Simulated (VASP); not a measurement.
A run of VASP 6.6.1:

The input INCAR:

```
SYSTEM = MgO2
ALGO = Normal
EDIFF = 1E-6
ENCUT = 750
GGA_COMPAT = .FALSE.
ISIF = 2
ISMEAR = 0
LASPH = .TRUE.
LCHARG = .TRUE.
LELF = .TRUE.
LREAL = .FALSE.
LVHAR = .TRUE.
LWAVE = .FALSE.
NBANDS = 18
NELM = 120
PREC = Accurate
SIGMA = 0.1
```

KPOINTS

```
k-points
0
G
  6 6 6
  0 0 0
```

Contents of POSCAR:

```
MgO2
1.0
    1.6047610160      0.9265092046      3.4939788749
   -1.6047610160      0.9265092046      3.4939788749
    0.0000000000     -1.8530184092      3.4939788749
Mg O
1 2
Direct
    0.0000000000      0.0000000000      0.0000000000
    0.4287860000      0.4287860000      0.4287860000
    0.5712140000      0.5712140000      0.5712140000
```

Potentials or basis: VASP PAW LDA potentials, release 64 (Mg_sv, O).

Command:

```sh
$ cat potpaw_LDA.64/Mg_sv/POTCAR potpaw_LDA.64/O/POTCAR > POTCAR
$ mpirun -np 1 vasp_std > vasp.out
```

Hardware: 1 thread of Intel(R) Xeon(R) Platinum 8488C (Sapphire Rapids) (shared host).

Estimate the wall time of this run.

It took 31 s on 1 thread of Intel(R) Xeon(R) Platinum 8488C (Sapphire Rapids), with other jobs on the host, peak memory 0.17 GiB. Counts: scf iterations 12, k points 32.
